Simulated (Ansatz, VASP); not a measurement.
# Nb in VASP and in Ansatz

```xyz
1
Lattice="-1.8678 1.8678 1.3205 1.8678 -1.8678 1.3205 1.8678 1.8678 -1.3205" Properties=species:S:1:pos:R:3 pbc="T T T"
Nb    0.0000    0.0000    0.0000
```

Alike in both runs: task single point; functional PBE; k mesh 22 × 22 × 22; occupations gaussian, width 0.15 eV; no spin polarisation.

```csv
,VASP,Ansatz
version,VASP 6.6.1,Ansatz 0.2.0
potentials or method,"VASP PAW PBE potentials, release 64 (Nb_sv), cutoff 520 eV","scalar-relativistic, plane waves, PAW"
valence electrons in the cell,13,13
```

|  | VASP | Ansatz | Ansatz less VASP |
| --- | --- | --- | --- |
| gap on the k mesh at the Fermi level (eV) | none | none | - |
| pressure (GPa) | 2.9 | 3.2 | +0.29 |
| traceless stress, the component that is largest in VASP (GPa) | 5.76 | 5.67 | -0.082 |

A gap of «none» marks a metal or a gap that the smearing closes. The functional is the same, so the differences come from potentials, cutoffs and numerics.
